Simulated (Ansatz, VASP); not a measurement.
## Fe in VASP and in Ansatz

Contents of INCAR:

```
ALGO     = Normal         # electronic algorithm
EDIFF    = 1E-6           # SCF threshold, eV
ENCUT    = 520            # plane-wave cutoff, eV
GGA      = PE             # functional
ISIF     = 2              # what is computed and relaxed
ISMEAR   = -1             # smearing method
ISPIN    = 2              # spin polarisation
LASPH    = T              # aspherical terms in the spheres
LCHARG   = F              # write CHGCAR
LMAXMIX  = 4              # l up to which the mixer works
LORBIT   = 11             # projections on sites
LREAL    = F              # projectors in reciprocal space
LWAVE    = F              # write WAVECAR
MAGMOM   = 2.5            # initial moments
NBANDS   = 14             # bands
NELM     = 150            # most SCF steps
PREC     = Accurate       # precision mode
SIGMA    = 0.06122561905347299 # smearing width, eV
```

The input KPOINTS:

```
k-points
0
Gamma
  24 24 24
```

File POSCAR:

```
Fe
1.0
   -1.3716928122      1.3716928122      1.3716928122
    1.3716928122     -1.3716928122      1.3716928122
    1.3716928122      1.3716928122     -1.3716928122
Fe
1
Direct
    0.0000000000      0.0000000000      0.0000000000
```

Input for Ansatz:

```yaml
crystal:
  atoms:
  - position: [0.0, 0.0, 0.0]
    spin: 2.5
    symbol: Fe
  lattice:
  - [-1.371692812168907, 1.371692812168907, 1.371692812168907]
  - [1.371692812168907, -1.371692812168907, 1.371692812168907]
  - [1.371692812168907, 1.371692812168907, -1.371692812168907]
hamiltonian:
  dispersion: none
  pseudopotentials:
    kind: all_electron
    lapw: {}
    relativity: scalar
  xc: pbe
kpoints:
  mp_grid:
    grid: [24, 24, 24]
    shift: [0, 0, 0]
magnetization: {spin_polarized: true}
output: {forces: true, stress: true}
scf:
  occupations: {method: fermi_dirac, width: 0.06122561905347299}
```

Alike in both runs: task single point; functional PBE; k mesh 24 × 24 × 24; occupations fermi-dirac, width 0.0612256 eV; collinear spin.

|  | VASP | Ansatz |
| --- | --- | --- |
| version | VASP 6.6.1 | Ansatz 0.2 development build |
| potentials or method | VASP PAW PBE potentials, release 64 (Fe), cutoff 520 eV | all-electron full-potential LAPW, scalar-relativistic |

Ansatz gave:

| Item | Value |
| --- | --- |
| pressure (GPa) | 23.1 |
| net moment per atom (μB) | 2.02 |
| size of the moment on the site where the two differ most (μB) | 2.06 |

Question: Which values does VASP return?

Answer: Pressure (GPa): 22.8; net moment per atom (μB): 2.03; size of the moment on the site where the two differ most (μB): 2.01.

Site moments also hang on the region over which each program counts them. Ansatz ran all-electron here, and VASP with PAW potentials.
